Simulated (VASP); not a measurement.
# Si2Mo in VASP: settings compared, part 2 of 2

VASP 6.6.1. The steps go on from the part before.

### 3 Relaxation of cell and atoms, PBEsol+U

INCAR reads:

```
SYSTEM = Si2Mo
PREC     = Accurate       ! precision mode
ENCUT    = 500            ! plane-wave cutoff, eV
EDIFF    = 1E-7           ! SCF threshold, eV
ISMEAR   = -1             ! smearing method
SIGMA    = 0.05           ! smearing width, eV
LREAL    = .FALSE.        ! projectors in reciprocal space
LASPH    = .TRUE.         ! aspherical terms in the spheres
NELM     = 200            ! most SCF steps
ALGO     = Normal         ! electronic algorithm
ISIF     = 3              ! what is computed and relaxed
LWAVE    = .FALSE.        ! write WAVECAR
LCHARG   = .FALSE.        ! write CHGCAR
LMAXMIX  = 4              ! l up to which the mixer works
LDAU     = .TRUE.         ! DFT+U
LDAUTYPE = 2            
LDAUL    = 2 -1           ! shell
LDAUU    = 3 0            ! U, eV
LDAUJ    = 0 0          
LDAUPRINT= 1            
GGA      = PS             ! functional
IBRION   = 2              ! ionic algorithm
NSW      = 60             ! ionic steps
EDIFFG   = -0.01          ! ionic threshold
GGA_COMPAT= .FALSE.      
NELMIN   = 4
```

KPOINTS reads:

```
Automatic mesh
0
G
  7 7 4
  0 0 0
```

POSCAR reads:

```
Si2Mo
1.0
    4.5854715599      0.0000000000      0.0000000000
   -2.2927357800      3.9711348592      0.0000000000
    0.0000000000      0.0000000000      6.5797601000
Mo Si
3 6
Direct
    0.5000000000      0.5000000000      0.8333333333
    0.0000000000      0.5000000000      0.1666666667
    0.5000000000      0.0000000000      0.5000000000
    0.1638729800      0.3277459600      0.5000000000
    0.6722540400      0.8361270200      0.1666666667
    0.8361270200      0.1638729800      0.8333333333
    0.8361270200      0.6722540400      0.5000000000
    0.3277459600      0.1638729800      0.1666666667
    0.1638729800      0.8361270200      0.8333333333
```

Potentials or basis: VASP PAW PBE potentials, release 64 (Mo_sv, Si).

The run is started by

```bash
$ cat potpaw_PBE.64/Mo_sv/POTCAR potpaw_PBE.64/Si/POTCAR > POTCAR
$ mpirun -np 1 vasp_std > vasp.out
```

OUTCAR:

```text
SYSTEM = Si2Mo
   PREC = Accurate
   ENCUT = 500
   EDIFF = 1E-7
   ISMEAR = -1
   LREAL = .FALSE.
   LASPH = .TRUE.
   NELM = 200
   ISIF = 3
   GGA = PS
   IBRION = 2
   NSW = 60
   EDIFFG = -0.01
   NELMIN = 4

 ion  position               nearest neighbor table
   1  0.500  0.500  0.833-   4 2.57   7 2.57   5 2.57   8 2.57   9 2.64   6 2.64   9 2.64   6 2.64
                             6 2.67   9 2.67   3 3.17   3 3.17   2 3.17   2 3.17
   2  0.000  0.500  0.167-   4 2.57   7 2.57   6 2.57   9 2.57   8 2.64   5 2.64   5 2.64   8 2.64
                             5 2.67   8 2.67   3 3.17   3 3.17   1 3.17   1 3.17
   3  0.500  0.000  0.500-   6 2.57   9 2.57   8 2.57   5 2.57   4 2.64   7 2.64   7 2.64   4 2.64
                             4 2.67   7 2.67   2 3.17   2 3.17   1 3.17   1 3.17
   4  0.164  0.328  0.500-   6 2.55   8 2.55   1 2.57   2 2.57   7 2.60   3 2.64   3 2.64   3 2.67
                             7 2.67   7 2.67   5 3.15   9 3.15
   5  0.672  0.836  0.167-   7 2.55   6 2.55   3 2.57   1 2.57   8 2.60   2 2.64   2 2.64   2 2.67
                             8 2.67   8 2.67   4 3.15   9 3.15
   6  0.836  0.164  0.833-   4 2.55   5 2.55   3 2.57   2 2.57   9 2.60   1 2.64   1 2.64   1 2.67
                             9 2.67   9 2.67   7 3.15   8 3.15
   7  0.836  0.672  0.500-   9 2.55   5 2.55   1 2.57   2 2.57   4 2.60   3 2.64   3 2.64   3 2.67
                             4 2.67   4 2.67   8 3.15   6 3.15
   8  0.328  0.164  0.167-   4 2.55   9 2.55   3 2.57   1 2.57   5 2.60   2 2.64   2 2.64   2 2.67
                             5 2.67   5 2.67   7 3.15   6 3.15
   9  0.164  0.836  0.833-   7 2.55   8 2.55   3 2.57   2 2.57   6 2.60   1 2.64   1 2.64   1 2.67
                             6 2.67   6 2.67   4 3.15   5 3.15

  LATTYP: Found a hexagonal cell.
[... 201 lines left out ...]
  free energy    TOTEN  =       -64.11788501 eV

  energy without entropy =      -64.11755334  energy(sigma->0) =      -64.11771917

------------------------ aborting loop because EDIFF is reached ----------------------------------------

  FORCE on cell =-STRESS in cart. coord.  units (eV):
  Direction    XX          YY          ZZ          XY          YZ          ZX
  --------------------------------------------------------------------------------------
  -------------------------------------------------------------------------------------
  Total        0.5265702      0.5265702      0.2791434     -0.0000000      0.0000000      0.0000000
  in kB        7.0413861      7.0413861      3.7327526     -0.0000000      0.0000000      0.0000000
  external PRESSURE =       5.9385082 kB  Pullay stress =       0.0000000 kB
[... 258 lines left out ...]
--------------------------------------- Ionic step        5  -------------------------------------------

 number of electron      65.9999993 magnetization

 Free energy of the ion-electron system (eV)
  ---------------------------------------------------
  ext. energy  EPLUGINS =         0.00000000
  ---------------------------------------------------
  free energy    TOTEN  =       -64.11864067 eV

  energy without entropy =      -64.11830305  energy(sigma->0) =      -64.11847186

 E-fermi :  12.8958     XC(G=0): -12.5322

 val. band max:       12.6525602646   @ k =   0.4286  -0.0000   0.5000
 cond. band min:      13.1391616477   @ k =   0.4286  -0.0000   0.0000
 fundamental gap:      0.4866013831
 Fermi energy:        12.8957952118

 k-point     1 :       0.0000    0.0000    0.0000
  band No.  band energies     occupation
      1     -48.3933      2.00000
      2     -48.3631      2.00000
      3     -48.3631      2.00000
      4     -22.6613      2.00000
      5     -22.6519      2.00000
      6     -22.6519      2.00000
[... 1033 lines left out ...]
  FREE ENERGIE OF THE ION-ELECTRON SYSTEM (eV)
  ---------------------------------------------------
  free  energy   TOTEN  =       -64.1186406686 eV

  energy  without entropy=      -64.1183030462  energy(sigma->0) =      -64.11847186

 reached required accuracy - stopping structural energy minimisation
```

CONTCAR:

```text
Si2Mo
   1.00000000000000
     4.5920384755833661   -0.0000000000000827   -0.0000000000000000
    -2.2960192378418265    3.9768219750063274    0.0000000000000000
    -0.0000000000000000    0.0000000000000000    6.5796575906881758
  Mo              Si
     3     6
Direct
     0.5000000000000000    0.5000000000000000    0.8333333332999970
     0.0000000000000000    0.5000000000000000    0.1666666667000030
     0.5000000000000000    0.0000000000000000    0.5000000000000000
     0.1637951926140445    0.3275903852280889    0.5000000000000000
     0.6724096147719111    0.8362048073859556    0.1666666667000030
     0.8362048073859556    0.1637951926140445    0.8333333332999970
     0.8362048073859556    0.6724096147719111    0.5000000000000000
     0.3275903852280889    0.1637951926140445    0.1666666667000030
     0.1637951926140445    0.8362048073859556    0.8333333332999970

  0.00000000E+00  0.00000000E+00  0.00000000E+00
  0.00000000E+00  0.00000000E+00  0.00000000E+00
  0.00000000E+00  0.00000000E+00  0.00000000E+00
  0.00000000E+00  0.00000000E+00  0.00000000E+00
  0.00000000E+00  0.00000000E+00  0.00000000E+00
  0.00000000E+00  0.00000000E+00  0.00000000E+00
  0.00000000E+00  0.00000000E+00  0.00000000E+00
  0.00000000E+00  0.00000000E+00  0.00000000E+00
  0.00000000E+00  0.00000000E+00  0.00000000E+00
```

It took 3.3 min on 1 thread of Oxide Virtual Turin-like, shared host; peak memory 0.25 GiB.

What came out:

```yaml
Free_energy: -64.1186 eV
Relaxed_volume: 13.35 Å³/atom
Relaxed_cell: a = 4.592 Å, b = 4.592 Å, c = 6.580 Å, α = 90.00°, β = 90.00°, γ = 120.00°
Space_group_after_relaxing_to_0.1_Å: P6_222 (No. 180)
Energy_gained_by_relaxing: 0.1 meV/atom
Ionic_steps: 5
Pressure_after_relaxing: 0.0 GPa
Largest_force_after_relaxing: 0.003 eV/Å
Band_gap_on_the_k_mesh: 0.49 eV (least direct gap 0.86 eV)
```

Forces on the atoms (eV/Å):
```
Mo   0.000  0.000  0.000
Mo   0.000  0.000  0.000
Mo   0.000  0.000  0.000
Si   0.000 -0.003  0.000
Si   0.003  0.002  0.000
Si   0.003 -0.002  0.000
Si   0.000  0.003  0.000
Si  -0.003 -0.002  0.000
Si  -0.003  0.002  0.000
```

The path:
| step | energy change (eV) | largest force (eV/Å) | pressure (GPa) | volume (Å³) |
| --- | --- | --- | --- | --- |
| 1 | 0.0000 | 0.0121 | 0.59 | 119.81 |
| 2 | 0.0008 | 0.0026 | -0.92 | 120.67 |
| 3 | -0.0007 | 0.0082 | -0.03 | 120.16 |
| 4 | -0.0007 | 0.0082 | -0.04 | 120.17 |
| 5 | -0.0008 | 0.0035 | -0.01 | 120.16 |

Final structure:
```yaml
crystal:
  lattice:
    - [4.59204, 0.00000, 0.00000]
    - [-2.29602, 3.97682, 0.00000]
    - [0.00000, 0.00000, 6.57966]
  atoms:
    - { symbol: Mo, position: [0.50000, 0.50000, 0.83333] }
    - { symbol: Mo, position: [0.00000, 0.50000, 0.16667] }
    - { symbol: Mo, position: [0.50000, 0.00000, 0.50000] }
    - { symbol: Si, position: [0.16380, 0.32759, 0.50000] }
    - { symbol: Si, position: [0.67241, 0.83620, 0.16667] }
    - { symbol: Si, position: [0.83620, 0.16380, 0.83333] }
    - { symbol: Si, position: [0.83620, 0.67241, 0.50000] }
    - { symbol: Si, position: [0.32759, 0.16380, 0.16667] }
    - { symbol: Si, position: [0.16380, 0.83620, 0.83333] }
```

Eigenvalues of the final occupation matrices:
```csv
site,spin,trace,eigenvalues
site 1 d,1,2.12,0.33 0.38 0.44 0.45 0.52
site 1 d,2,2.12,0.33 0.38 0.44 0.45 0.52
site 2 d,1,2.12,0.33 0.38 0.44 0.45 0.52
site 2 d,2,2.12,0.33 0.38 0.44 0.45 0.52
site 3 d,1,2.12,0.33 0.38 0.44 0.45 0.52
site 3 d,2,2.12,0.33 0.38 0.44 0.45 0.52
```

Caveat: the PAW data sets were made with another functional, which shifts forces and pressure a little; the U is typed as a test and isn't derived for this compound.

### 4 Single point, PBEsol (atoms moved at random)

INCAR reads:

```
SYSTEM = Si2Mo
ALGO = Normal
EDIFF = 1E-6
ENCUT = 500
GGA = PS
GGA_COMPAT = .False.
ISIF = 2
ISMEAR = -1
LASPH = .True.
LCHARG = .False.
LREAL = .False.
LWAVE = .False.
NBANDS = 43
NELM = 120
PREC = Accurate
SIGMA = 0.05
```

KPOINTS reads:

```
k-points
0
Gamma
  7 7 4
  0 0 0
```

POSCAR reads:

```
Si2Mo
1.0
    4.5854715599      0.0000000000      0.0000000000
   -2.2927357800      3.9711348592      0.0000000000
    0.0000000000      0.0000000000      6.5797601000
Mo Si
3 6
Direct
    0.5143700000      0.5086720000      0.8308830000
   -0.0002030000      0.5120570000      0.1692280000
    0.5012730000     -0.0111650000      0.5006990000
    0.1592990000      0.3265280000      0.4904660000
    0.6800010000      0.8371490000      0.1584730000
    0.8333150000      0.1682620000      0.8340370000
    0.8313390000      0.6752710000      0.4959280000
    0.3312070000      0.1603700000      0.1631710000
    0.1594850000      0.8306400000      0.8336350000
```

The run is started by

```bash
$ cat potpaw_PBE.64/Mo_sv/POTCAR potpaw_PBE.64/Si/POTCAR > POTCAR
$ mpirun -np 1 vasp_std > vasp.out
```

Run time: 13 min. Hardware: 1 thread of Oxide Virtual Turin-like, shared host; peak memory 0.45 GiB.

It converged, with:

```yaml
Free_energy: -74.8103 eV
Pressure: -0.4 GPa
Largest_force: 1.369 eV/Å
Band_gap_on_the_k_mesh: 0.05 eV (least direct gap 0.53 eV)
```

Forces in eV/Å, atoms in the order of the input:
```
Mo  -0.886 -0.815  0.208
Mo   0.760 -0.951 -0.625
Mo  -0.670  0.901 -0.428
Si   0.316 -0.016  0.705
Si  -0.435  0.173  0.574
Si   0.334  0.070 -0.227
Si   0.315 -0.122  0.212
Si   0.024  0.367  0.085
Si   0.243  0.394 -0.505
```

Stress tensor (GPa, compression positive):
```
-0.28 -0.11  0.71
-0.11 -0.34 -0.20
 0.71 -0.20 -0.58
```

Levels at points of the mesh, in eV from the valence-band top:
| k point | band 29 | band 30 | band 31 | band 32 | band 33 | band 34 | band 35 | band 36 | band 37 | band 38 |
| --- | --- | --- | --- | --- | --- | --- | --- | --- | --- | --- |
| (0.00, 0.00, 0.00) | -3.03 | -2.90 | -2.66 | -2.03 | -0.76 | 2.02 | 2.26 | 2.39 | 2.50 | 2.54 |
| (0.00, 0.00, 0.50) | -2.28 | -2.21 | -2.02 | -0.72 | -0.62 | 1.83 | 2.15 | 2.20 | 2.39 | 2.50 |

Caveat: the cell differs from its parent crystal (atoms moved at random); the PAW data sets were made with another functional, which shifts forces and pressure a little.

### 5 Overview

| task | level | U | cell | gap on the mesh (eV) | pressure (GPa) | relaxed volume (Å³/atom) |
| --- | --- | --- | --- | --- | --- | --- |
| relaxation of cell and atoms | PBEsol+U | Mo d U = 1.0 eV | relaxed, atomic positions A | 0.32 | 0.0 | 13.28 |
| relaxation of cell and atoms | PBEsol+U | Mo d U = 3.0 eV | relaxed, atomic positions A | 0.49 | 0.0 | 13.35 |
| single point | PBEsol | - | as given, atomic positions B | 0.05 | -0.4 | - |

Alike in all rows: potentials or basis VASP PAW PBE potentials, release 64 (Mo_sv, Si); no spin polarisation; k mesh 7 × 7 × 4; cutoff (eV) 500; smearing fermi-dirac 0.05 eV.

Caveats: the PAW data sets were made with another functional, which shifts forces and pressure a little; the U is typed as a test and isn't derived for this compound (at least some runs).

Total energies depend on the potentials used, so only differences within one code and one set of settings carry meaning.
